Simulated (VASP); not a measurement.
# Ni (Im-3m) in VASP: single point with LDA

Aim: the single point of Ni with LDA.

All numbers are computed with VASP 6.6.1; they aren't measurements. Logs are shortened: lines on timing, memory, paths and dates and some standing lists are left out, and cuts for length are marked.

### 1 The cell of the first run

The structure is cubic, space group Im-3m (No. 229). The conventional cell has a = 2.721 Å, b = 2.721 Å, c = 2.721 Å, α = 90.00°, β = 90.00°, γ = 90.00°. Ni (site symmetry m-3m) has 14 Ni at 2.36 to 2.72 Å within 3.1 Å.

### 2 Single point, LDA, collinear spin, ferromagnetic start

Input file INCAR:

```
SYSTEM = Ni
  ALGO = Normal
  EDIFF = 1E-6
  ENCUT = 520
  GGA = CA
  ISIF = 2
  ISMEAR = -1
  ISPIN = 2
  LASPH = .TRUE.
  LCHARG = .FALSE.
  LMAXMIX = 4
  LORBIT = 11
  LREAL = .FALSE.
  LWAVE = .FALSE.
  MAGMOM = 1
  NBANDS = 15
  NELM = 150
  PREC = Accurate
  SIGMA = 0.1
```

Input file KPOINTS:

```
k-points
0
G
  17 17 17
  0 0 0
```

Input file POSCAR:

```
Ni
1.0
   -1.3602973750      1.3602973750      1.3602973750
    1.3602973750     -1.3602973750      1.3602973750
    1.3602973750      1.3602973750     -1.3602973750
Ni
1
Direct
    0.0000000000      0.0000000000      0.0000000000
```

Potentials or basis: VASP PAW LDA potentials, release 64 (Ni).

Command:

```bash
$ cat potpaw_LDA.64/Ni/POTCAR > POTCAR
$ mpirun -np 1 vasp_std > vasp.out
```

OUTCAR:

```text
SYSTEM = Ni
   EDIFF = 1E-6
   ENCUT = 520
   GGA = CA
   ISIF = 2
   ISMEAR = -1
   ISPIN = 2
   LASPH = .TRUE.
   LORBIT = 11
   LREAL = .FALSE.
   NELM = 150
   PREC = Accurate

 ion  position               nearest neighbor table
   1  0.000  0.000  0.000-

  LATTYP: Found a body centered cubic cell.
 ALAT       =     2.7205947500

  Lattice vectors:

 A1 = (  -1.3602973750,   1.3602973750,   1.3602973750)
 A2 = (   1.3602973750,  -1.3602973750,   1.3602973750)
 A3 = (   1.3602973750,   1.3602973750,  -1.3602973750)

Analysis of symmetry for initial positions (statically):
=====================================================================
 Subroutine PRICEL returns:
 Original cell was already a primitive cell.

 Routine SETGRP: Setting up the symmetry group for a
 body centered cubic supercell.

 Subroutine GETGRP returns: Found 48 space group operations
 (whereof 48 operations were pure point group operations)
 out of a pool of 48 trial point group operations.

The static configuration has the point symmetry O_h .

Analysis of symmetry for dynamics (positions and initial velocities):
=====================================================================
 Subroutine PRICEL returns:
 Original cell was already a primitive cell.

 Routine SETGRP: Setting up the symmetry group for a
 body centered cubic supercell.

 Subroutine GETGRP returns: Found 48 space group operations
 (whereof 48 operations were pure point group operations)
 out of a pool of 48 trial point group operations.

The dynamic configuration has the point symmetry O_h .

Analysis of structural, dynamic, and magnetic symmetry:
=====================================================================
 Subroutine PRICEL returns:
 Original cell was already a primitive cell.

 Routine SETGRP: Setting up the symmetry group for a
 body centered cubic supercell.

 Subroutine GETGRP returns: Found 48 space group operations
 (whereof 48 operations were pure point group operations)
 out of a pool of 48 trial point group operations.

The overall configuration has the point symmetry O_h .

 Subroutine INISYM returns: Found 48 space group operations
 (whereof 48 operations are pure point group operations),
 and found     1 'primitive' translations

----------------------------------------------------------------------------------------

                                     Primitive cell

  volume of cell :      10.0684

  direct lattice vectors                    reciprocal lattice vectors
    -1.360297375  1.360297375  1.360297375     0.000000000  0.367566687  0.367566687
[... 115 lines left out ...]
 spin polarized calculation
  energy-cutoff  :      520.00
  volume of cell :       10.07
 maximum number of plane-waves:       279
 NGX is ok and might be reduce to    18
   NGX =  9   NGY =  9   NGZ =  9

 number of electron      10.0000010 magnetization       0.0025144

 Free energy of the ion-electron system (eV)
  ---------------------------------------------------
  ext. energy  EPLUGINS =         0.00000000
  ---------------------------------------------------
  free energy    TOTEN  =        -6.51162158 eV

  energy without entropy =       -6.44911266  energy(sigma->0) =       -6.48036712

 E-fermi :  10.0217     XC(G=0): -14.0755

 val. band max:       10.0042576935   @ k =  -0.3529   0.4706   0.2353
 cond. band min:      10.0255446724   @ k =  -0.4118   0.4118   0.4118
 fundamental gap:      0.0212869789
 Fermi energy:        10.0217271694

 spin component 1

 k-point     1 :       0.0000    0.0000    0.0000
  band No.  band energies     occupation
      1       0.6703      1.00000
      2       7.8742      1.00000
      3       7.8742      1.00000
      4       7.8742      1.00000
      5       9.4032      0.99794
      6       9.4032      0.99794
      7      37.3657      0.00000
      8      37.3657      0.00000
      9      37.3657      0.00000
     10      42.8457      0.00000
     11      42.8457      0.00000
     12      44.4209      0.00000
     13      44.4209      0.00000
     14      44.4209      0.00000
[... 403 lines left out ...]
      4       9.0605      0.99993
      5       9.5549      0.99070
      6       9.8974      0.77610
      7      26.2076      0.00000
      8      27.0830      0.00000
      9      32.9447      0.00000
     10      37.8815      0.00000
     11      41.5213      0.00000
     12      45.1678      0.00000
     13      48.5063      0.00000
     14      51.5768      0.00000
     15      53.8366      0.00000

 [... further k-points ...]

 spin component 2

 k-point     1 :       0.0000    0.0000    0.0000
  band No.  band energies     occupation
      1       0.6705      1.00000
      2       7.8768      1.00000
      3       7.8768      1.00000
      4       7.8768      1.00000
      5       9.4055      0.99790
      6       9.4055      0.99790
      7      37.3658      0.00000
      8      37.3658      0.00000
      9      37.3658      0.00000
     10      42.8459      0.00000
     11      42.8459      0.00000
     12      44.4217      0.00000
     13      44.4217      0.00000
     14      44.4217      0.00000
[... 403 lines left out ...]
      4       9.0628      0.99993
      5       9.5574      0.99047
      6       9.8999      0.77172
      7      26.2084      0.00000
      8      27.0837      0.00000
      9      32.9453      0.00000
     10      37.8818      0.00000
     11      41.5218      0.00000
     12      45.1682      0.00000
     13      48.5070      0.00000
     14      51.5772      0.00000
     15      53.8374      0.00000

 [... further k-points ...]
[... 5 lines left out ...]
  --------------------------------------------------------------------------------------
  -------------------------------------------------------------------------------------
  Total       -0.0085872     -0.0085872     -0.0085872     -0.0000000     -0.0000000     -0.0000000
  in kB       -1.3664730     -1.3664730     -1.3664730     -0.0000000     -0.0000000     -0.0000000
  external PRESSURE =      -1.3664730 kB  Pullay stress =       0.0000000 kB

 VOLUME and BASIS-vectors are now :
 -----------------------------------------------------------------------------
  energy-cutoff  :      520.00
  volume of cell :       10.07
      direct lattice vectors                 reciprocal lattice vectors
    -1.360297375  1.360297375  1.360297375     0.000000000  0.367566687  0.367566687
     1.360297375 -1.360297375  1.360297375     0.367566687  0.000000000  0.367566687
     1.360297375  1.360297375 -1.360297375     0.367566687  0.367566687  0.000000000

 POSITION                                       TOTAL-FORCE (eV/Angst)
 -----------------------------------------------------------------------------------
      0.00000      0.00000      0.00000         0.000000      0.000000      0.000000
 -----------------------------------------------------------------------------------
    total drift:                                0.000000      0.000000      0.000000

  FREE ENERGIE OF THE ION-ELECTRON SYSTEM (eV)
  ---------------------------------------------------
  free  energy   TOTEN  =        -6.5116215788 eV

  energy  without entropy=       -6.4491126638  energy(sigma->0) =       -6.48036712

 total charge

# of ion       s       p       d       tot
------------------------------------------
    1        0.526   0.559   8.386   9.471

 magnetization (x)

# of ion       s       p       d       tot
------------------------------------------
    1       -0.000  -0.000   0.002   0.002
```

OSZICAR:

```text
N       E                     dE             d eps       ncg     rms          rms(c)
DAV:   1     0.328644310377E+02    0.32864E+02   -0.41962E+03 10496   0.881E+02
DAV:   2    -0.607407790205E+01   -0.38939E+02   -0.36226E+02 11055   0.166E+02
DAV:   3    -0.753011177502E+01   -0.14560E+01   -0.14386E+01 12434   0.314E+01
DAV:   4    -0.753767404899E+01   -0.75623E-02   -0.75610E-02 11925   0.219E+00
DAV:   5    -0.753774394164E+01   -0.69893E-04   -0.69890E-04 12734   0.188E-01    0.109E+01
DAV:   6    -0.678001350792E+01    0.75773E+00   -0.11513E+01 13890   0.388E+01    0.525E+00
DAV:   7    -0.653182153195E+01    0.24819E+00   -0.18170E+00 12745   0.140E+01    0.222E+00
DAV:   8    -0.651238595456E+01    0.19436E-01   -0.37295E-02 13542   0.131E+00    0.824E-01
DAV:   9    -0.651082636984E+01    0.15596E-02   -0.11631E-03 15249   0.222E-01    0.279E-01
DAV:  10    -0.651075098464E+01    0.75385E-04   -0.59895E-04 15708   0.200E-01    0.146E-01
DAV:  11    -0.651110772920E+01   -0.35674E-03   -0.91893E-04 14250   0.285E-01    0.100E-01
DAV:  12    -0.651138929882E+01   -0.28157E-03   -0.11410E-03 14254   0.317E-01    0.680E-02
DAV:  13    -0.651153302677E+01   -0.14373E-03   -0.84767E-04 14360   0.280E-01    0.465E-02
DAV:  14    -0.651158066332E+01   -0.47637E-04   -0.22296E-04 16085   0.133E-01    0.301E-02
DAV:  15    -0.651161639342E+01   -0.35730E-04   -0.42308E-04 14214   0.197E-01    0.174E-02
DAV:  16    -0.651162005888E+01   -0.36655E-05   -0.34998E-05 16111   0.554E-02    0.983E-03
DAV:  17    -0.651162162384E+01   -0.15650E-05   -0.49460E-05 14244   0.669E-02    0.340E-03
DAV:  18    -0.651162157883E+01    0.45008E-07   -0.11244E-06  8732   0.110E-02
   1 F= -.65116216E+01 E0= -.64803671E+01  d E =-.625089E-01  mag=     0.0006
```

stdout:

```text
POSCAR found type information on POSCAR Ni
 POSCAR found :  1 types and       1 ions
 scaLAPACK will be used
 LDA part: xc-table for (Slater(with rela. corr.)+CA(PZ))
 , standard interpolation
 POSCAR, INCAR and KPOINTS ok, starting setup
 FFT: planning ... GRIDC
 FFT: planning ... GRID_SOFT
 FFT: planning ... GRID
 WAVECAR not read
 entering main loop
```

It took 55 s on 1 thread of Intel Xeon Platinum 8259CL at 2.50GHz (Skylake/Cascade Lake), shared host; peak memory 0.14 GiB.

What came out:

| Quantity | Value |
| --- | --- |
| Free energy | -6.5116 eV |
| Pressure | -0.1 GPa |
| Band gap on the k mesh | zero (filled and empty bands overlap) |
| Net moment | 0.00 μB per cell |
| Valence electrons inside the program's atomic spheres | Ni 9.47 |
